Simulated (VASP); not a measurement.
A run of VASP 6.6.1:

File POSCAR:

```
Cd
1.0
    2.9466085176      0.0000000000      0.0000000000
   -1.4733042588      2.5518378313      0.0000000000
    0.0000000000      0.0000000000      5.9189033951
Cd
2
Direct
    0.3333333333      0.6666666667      0.2500000000
    0.6666666667      0.3333333333      0.7500000000
```

INCAR.step1

```
  ALGO = Normal
  EDIFF = 1E-4
  ENCUT = 520
  GGA = PE
  ISMEAR = -1
  LASPH = T
  LCHARG = F
  LREAL = F
  LWAVE = T
  NBANDS = 19
  NELM = 80
  PREC = Accurate
  SIGMA = 0.05
```

Contents of INCAR.step2:

```
  ALGO = Normal
  EDIFF = 1E-6
  ENCUT = 520
  ISIF = 2
  ISMEAR = -1
  ISTART = 1
  LASPH = T
  LCHARG = T
  LELF = T
  LMIXTAU = T
  LREAL = F
  LVHAR = T
  LWAVE = F
  METAGGA = R2SCAN
  NBANDS = 19
  NELM = 80
  PREC = Accurate
  SIGMA = 0.05
```

KPOINTS

```
k-points
0
Gamma
  20 20 9
```

Potentials or basis: VASP PAW PBE potentials, release 64 (Cd).

The run is started by

```console
$ cat potpaw_PBE.64/Cd/POTCAR > POTCAR
$ cp INCAR.step1 INCAR
$ mpirun -np 1 vasp_std > vasp.out
$ cp INCAR.step2 INCAR
$ mpirun -np 1 vasp_std > vasp.out
```

Hardware: 1 thread of Intel(R) Xeon(R) Platinum 8375C CPU @ 2.90GHz (Ice Lake), with other jobs on the host.

Question: Estimate the wall time of this run.

Answer: Wall time 6.4 min on 1 thread of Intel(R) Xeon(R) Platinum 8375C CPU @ 2.90GHz (Ice Lake) (shared host), peak memory 0.28 GiB. Counts: k points 220.
